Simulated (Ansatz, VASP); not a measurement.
# One calculation of Ru, two programs

```xyz
2
Lattice="2.6743 0.0000 0.0000 -1.3372 2.3160 0.0000 0.0000 0.0000 4.2260" Properties=species:S:1:pos:R:3 pbc="T T T"
Ru    0.0000    1.5440    1.0565
Ru    1.3372    0.7720    3.1695
```

Alike in both runs: task relaxation of cell and atoms; functional LDA; k mesh 15 × 15 × 8; occupations fermi-dirac, width 0.15 eV; no spin polarisation.

|  | VASP | Ansatz |
| --- | --- | --- |
| version | VASP 6.6.1 | Ansatz 0.2.0 |
| potentials or method | VASP PAW LDA potentials, release 64 (Ru_pv), cutoff 600 eV | scalar-relativistic, plane waves, PAW |
| valence electrons in the cell | 28 | 32 |

|  | VASP | Ansatz | Ansatz less VASP |
| --- | --- | --- | --- |
| gap on the k mesh at the Fermi level, each at its own relaxed structure (eV) | none | none | - |
| relaxed volume (Å³/atom) | 13.14 | 13.10 | -0.032 |
| relaxed cell length with the largest relative difference (Å) | 4.230 | 4.226 | -0.0037 |

Ansatz warns that its potentials were made for another functional, while VASP's fit it. LDA's correlation is that of Perdew and Zunger in VASP and of Perdew and Wang (1992) in Ansatz. A gap of «none» marks a metal or a gap that the smearing closes. VASP's potentials hold 28 valence electrons a cell and Ansatz's 32, so a difference there can come from the potentials and not from the codes.
